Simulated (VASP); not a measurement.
Here is a VASP 6.6.1 calculation.

Contents of INCAR:

```
SYSTEM = Zr2N
ALGO = Normal ; EDIFF = 1E-6
ENCUT = 520 ; GGA = PS
ISIF = 2 ; ISMEAR = 0
LASPH = .True. ; LCHARG = .False.
LREAL = .False. ; LWAVE = .False.
NBANDS = 38 ; NELM = 80
PREC = Accurate ; SIGMA = 0.1
```

File KPOINTS:

```
k-points
0
Gamma
  8 8 12
  0 0 0
```

File POSCAR:

```
Zr2N
1.0
    5.3700488460      0.0000000000      0.0000000000
    0.0000000000      5.3700488460      0.0000000000
    0.0000000000      0.0000000000      3.2726229786
Zr N
4 2
Direct
    0.2962523256      0.2962523256      0.0000000000
    0.7037476744      0.7037476744      0.0000000000
    0.7962523256      0.2037476744      0.5000000000
    0.2037476744      0.7962523256      0.5000000000
    0.0000000000      0.0000000000      0.0000000000
    0.5000000000      0.5000000000      0.5000000000
```

Potentials or basis: VASP PAW PBE potentials, release 64 (Zr_sv, N).

Command:

```console
$ cat potpaw_PBE.64/Zr_sv/POTCAR potpaw_PBE.64/N/POTCAR > POTCAR
$ mpirun -np 1 vasp_std > vasp.out
```

Task: Estimate the band gap on the k mesh.

Result: Zero (bands 29 and 30 overlap by 2.59 eV).

Task: Estimate the pressure.

Result: 0.2 GPa.

Stress tensor (GPa, compression positive):
```
0.14 0.00 0.00
0.00 0.14 0.00
0.00 0.00 0.34
```

Caveat: the PAW data sets were made with another functional, which shifts forces and pressure a little.
